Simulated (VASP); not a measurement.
YPt3F2: single point with PBE

YPt3F2:

```
Y Pt F
1.0
     4.89017    0.00000    0.00000
    -2.44508    4.23501    0.00000
     0.00000    0.00000    5.53157
Y Pt F
1 3 2
Direct
  0.00000 0.00000 0.00000
  0.50000 0.00000 0.50000
  0.50000 0.50000 0.50000
  0.00000 0.50000 0.50000
  0.33333 0.66667 0.00000
  0.66667 0.33333 0.00000
```

```yaml
Program: VASP 6.6.1
Task: single point
Functional: PBE
Potentials_or_basis: VASP PAW PBE potentials, release 64 (Y_sv, Pt, F)
Cutoff: 520 eV
k_mesh: 6 × 6 × 4
Occupations: gaussian, width 0.1 eV
Spin: no spin polarisation
Dipole_correction: no
Further_INCAR_settings: ALGO = Normal; EDIFF = 1e-07; NBANDS = 36
```

The pressure is -0.5 GPa.

Stress tensor (GPa, compression positive):
```
-0.57  0.00  0.00
 0.00 -0.57  0.00
 0.00  0.00 -0.21
```

Levels at points of the mesh, in eV from the Fermi level:
| k point | band 26 | band 27 | band 28 | band 29 | band 30 | band 31 |
| --- | --- | --- | --- | --- | --- | --- |
| (0.00, 0.00, 0.00) | 0.28 | 0.28 | 2.63 | 2.76 | 2.76 | 2.92 |
| (0.50, 0.00, 0.00) | -1.26 | -0.52 | -0.29 | 0.22 | 1.95 | 1.97 |
| (0.00, 0.00, 0.50) | 0.08 | 0.31 | 0.31 | 1.48 | 1.48 | 2.59 |
| (0.50, 0.00, 0.50) | -0.65 | -0.64 | -0.34 | 0.22 | 2.36 | 2.54 |

It took 53 s on 1 thread of Intel(R) Xeon(R) 6975P-C (Granite Rapids) (shared host), peak memory 0.28 GiB.

Caveat: spin-orbit coupling is left out, which moves the levels of the heavy elements; an odd number of electrons without spin polarisation forces a metal; a magnetic or distorted state may lie lower.
